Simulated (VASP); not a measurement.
Set up this calculation in VASP 6.6.1, as the native input.

```yaml
Task: single point
Functional: PBEsol
Potentials_or_basis: VASP PAW PBE potentials, release 64 (C)
Cutoff: 520 eV
k_mesh: 18 × 18 × 6
Occupations: gaussian, width 0.1 eV
Spin: no spin polarisation
Dipole_correction: no
Further_INCAR_settings: ALGO = Normal; EDIFF = 1e-06; NBANDS = 16
```

The structure of C lies in POSCAR:

```
C
1.0
    1.2295803925     -2.1291862897      0.0000000000
    1.2295803925      2.1291862897      0.0000000000
    0.0000000000      0.0000000000      7.3232116213
C
4
Direct
    0.0833204452      0.9166795548      0.7500023985
    0.5833204452      0.4166795548      0.2499976015
    0.9166795548      0.0833204452      0.2499976015
    0.4166795548      0.5833204452      0.7500023985
```

These files were run (other wordings do the same):

INCAR

```
PREC = Accurate
ENCUT = 520
EDIFF = 1E-6
ISMEAR = 0
SIGMA = 0.1
LREAL = False
LASPH = True
NELM = 100
ALGO = Normal
ISIF = 2
LWAVE = False
LCHARG = False
GGA = PS
NBANDS = 16
```

KPOINTS

```
regular mesh
0
Gamma
  18 18 6
```

Potentials or basis: VASP PAW PBE potentials, release 64 (C).

Run with:

```sh
$ cat potpaw_PBE.64/C/POTCAR > POTCAR
$ mpirun -np 1 vasp_std > vasp.out
```

It gave:

The pressure is 0.6 GPa. The band gap on the k mesh is zero (filled and empty bands touch).

Caveat: this functional lacks dispersion, which binds layers or chains, so the pressure and a relaxed spacing across them are unreliable; the PAW data sets were made with another functional, which shifts forces and pressure a little.

It took 2 min on 1 thread of Intel(R) Xeon(R) Platinum 8488C (Sapphire Rapids), on a shared host, peak memory 0.26 GiB.
